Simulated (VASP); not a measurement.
Input of a VASP 6.6.1 run:

File INCAR:

```
SYSTEM = I
PREC = Accurate ; ENCUT = 520
EDIFF = 1E-6 ; ISMEAR = 0
SIGMA = 0.1 ; LREAL = .False.
LASPH = .True. ; NELM = 100
ALGO = Normal ; ISIF = 2
LWAVE = .False. ; LCHARG = .False.
GGA = PS ; NBANDS = 10
```

File KPOINTS:

```
regular mesh
0
Gamma
  5 5 8
  0 0 0
```

Contents of POSCAR:

```
I
1.0
    4.4924680000      0.0000000000      0.0000000000
   -1.6240217160      4.1886539839      0.0000000000
   -0.9158310599     -1.3373439967      2.3810972695
I
1
Direct
    0.5000000000      0.5000000000      0.5000000000
```

Potentials or basis: VASP PAW PBE potentials, release 64 (I).

Run with:

```bash
$ cat potpaw_PBE.64/I/POTCAR > POTCAR
$ mpirun -np 1 vasp_std > vasp.out
```

Problem. What does it give for the pressure?

Solution. 0.0 GPa.

Stress tensor (GPa, compression positive):
```
-0.37 -0.12 -1.09
-0.12 -0.46 -1.60
-1.09 -1.60  0.85
```

Caveat: the PAW data sets were made with another functional, which shifts forces and pressure a little; an odd number of electrons without spin polarisation forces a metal; a magnetic or distorted state may lie lower.
